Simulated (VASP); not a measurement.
Input of a VASP 6.6.1 run:

POSCAR

```
PbF2
1.0
    0.0000000000      2.9604388882      2.9604388882
    2.9604388882      0.0000000000      2.9604388882
    2.9604388882      2.9604388882      0.0000000000
Pb F
1 2
Direct
    0.0000000000      0.0000000000      0.0000000000
    0.2500000000      0.2500000000      0.2500000000
    0.7500000000      0.7500000000      0.7500000000
```

Contents of INCAR.step1:

```
SYSTEM = PbF2
ALGO     = Normal         ! electronic algorithm
EDIFF    = 1E-8           ! SCF threshold, eV
ENCUT    = 500            ! plane-wave cutoff, eV
GGA      = PE             ! functional
ISMEAR   = 0              ! smearing method
LASPH    = .TRUE.         ! aspherical terms in the spheres
LCHARG   = .FALSE.        ! write CHGCAR
LREAL    = .FALSE.        ! projectors in reciprocal space
LWAVE    = .TRUE.         ! write WAVECAR
NELM     = 80             ! most SCF steps
PREC     = Accurate       ! precision mode
SIGMA    = 0.01           ! smearing width, eV
```

The input INCAR.step2:

```
SYSTEM = PbF2
ALGO     = Exact          ! electronic algorithm
EDIFF    = 1E-8           ! SCF threshold, eV
ENCUT    = 500            ! plane-wave cutoff, eV
GGA      = PE             ! functional
ISMEAR   = 0              ! smearing method
ISTART   = 1            
LASPH    = .TRUE.         ! aspherical terms in the spheres
LCHARG   = .FALSE.        ! write CHGCAR
LOPTICS  = .TRUE.         ! frequency-dependent dielectric function
LREAL    = .FALSE.        ! projectors in reciprocal space
LWAVE    = .TRUE.         ! write WAVECAR
NBANDS   = 99             ! bands
NELM     = 1              ! most SCF steps
PREC     = Accurate       ! precision mode
SIGMA    = 0.01           ! smearing width, eV
```

File INCAR.step3:

```
SYSTEM = PbF2
ALGO     = EVGW0          ! electronic algorithm
EDIFF    = 1E-8           ! SCF threshold, eV
ENCUT    = 500            ! plane-wave cutoff, eV
ENCUTGW  = 80.0           ! cutoff of the response function
GGA      = PE             ! functional
ISMEAR   = 0              ! smearing method
ISTART   = 1            
LASPH    = .TRUE.         ! aspherical terms in the spheres
LCHARG   = .FALSE.        ! write CHGCAR
LREAL    = .FALSE.        ! projectors in reciprocal space
LWAVE    = .FALSE.        ! write WAVECAR
NBANDS   = 99             ! bands
NBANDSGW = 23           
NELMGW   = 1            
NOMEGA   = 96             ! frequency points
OMEGAMAX = 20           
PREC     = Accurate       ! precision mode
PRECFOCK = Fast         
SIGMA    = 0.01           ! smearing width, eV
```

Contents of KPOINTS:

```
k-points
0
G
  6 6 6
  0 0 0
```

Potentials or basis: VASP PAW PBE potentials, release 64 (Pb_d_GW, F_GW).

Run with:

```bash
$ cat potpaw_PBE.64/Pb_d_GW/POTCAR potpaw_PBE.64/F_GW/POTCAR > POTCAR
$ cp INCAR.step1 INCAR
$ mpirun -np 1 vasp_std > vasp.out
$ cp INCAR.step2 INCAR
$ mpirun -np 1 vasp_std > vasp.out
$ cp INCAR.step3 INCAR
$ mpirun -np 1 vasp_std > vasp.out
```

**Question.** Estimate the quasiparticle gap.

**Answer.** 6.17 eV.

**Question.** Estimate the least direct quasiparticle gap.

**Answer.** 6.47 eV.

**Question.** Estimate the least direct gap of the starting levels on the mesh.

**Answer.** 4.57 eV.

Caveat: bands, screening cutoff and mesh are small and nothing is extrapolated, so the quasiparticle values aren't converged; the structure was generated, so it needn't be the stable form of PbF2; spin-orbit coupling is left out, which moves the levels of the heavy elements.
